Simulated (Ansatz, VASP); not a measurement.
**K2S: VASP beside Ansatz**

INCAR

```
ALGO = Normal
EDIFF = 1E-7
EDIFFG = -0.05
ENCUT = 500
GGA = PE
GGA_COMPAT = False
IBRION = 2
ISIF = 3
ISMEAR = 0
IVDW = 13
LASPH = True
LCHARG = False
LREAL = False
LWAVE = False
NELM = 120
NELMIN = 4
NSW = 80
PREC = Accurate
SIGMA = 0.01
```

File KPOINTS:

```
k-points
0
Gamma
  6 6 6
```

POSCAR

```
K2S
1.0
    0.0000000000      3.6955000000      3.6955000000
    3.6955000000      0.0000000000      3.6955000000
    3.6955000000      3.6955000000      0.0000000000
K S
2 1
Direct
    0.2500000000      0.2500000000      0.2500000000
    0.7500000000      0.7500000000      0.7500000000
    0.0000000000      0.0000000000      0.0000000000
```

Input for Ansatz:

```yaml
crystal:
  lattice:
    - [0.0, 3.6955, 3.6955]
    - [3.6955, 0.0, 3.6955]
    - [3.6955, 3.6955, 0.0]
  atoms:
    - { symbol: K, position: [0.25, 0.25, 0.25] }
    - { symbol: K, position: [0.7500000000000001, 0.7500000000000001, 0.7500000000000001] }
    - { symbol: S, position: [0.0, 0.0, 0.0] }
kpoints:
  mp_grid:
    grid: [6, 6, 6]
hamiltonian:
  xc: pbe
  dispersion: d4
scf:
  occupations:
    method: fixed
relax:
  f_tol: 0.05
  cell: {}
```

Alike in both runs: task relaxation of cell and atoms; functional PBE; dispersion D4; k mesh 6 × 6 × 6; no spin polarisation.

|  | VASP | Ansatz |
| --- | --- | --- |
| version | VASP 6.6.1 | Ansatz 0.2.0 |
| potentials or method | VASP PAW PBE potentials, release 64 (K_sv, S) | plane waves, PAW |
| plane-wave cutoff (eV) | 500 | 420 |
| occupations | gaussian, width 0.01 eV | fixed |
| valence electrons in the cell | 24 | 24 |

Ansatz gave:

* relaxed volume (Å³/atom): 33.72
* relaxed cell length with the largest relative difference (Å): 5.230

Q: Which values does VASP return?

A: Relaxed volume (Å³/atom): 33.65; relaxed cell length with the largest relative difference (Å): 5.226.

Noted on VASP's run: the relaxation stopped at its first step, so nothing moved.
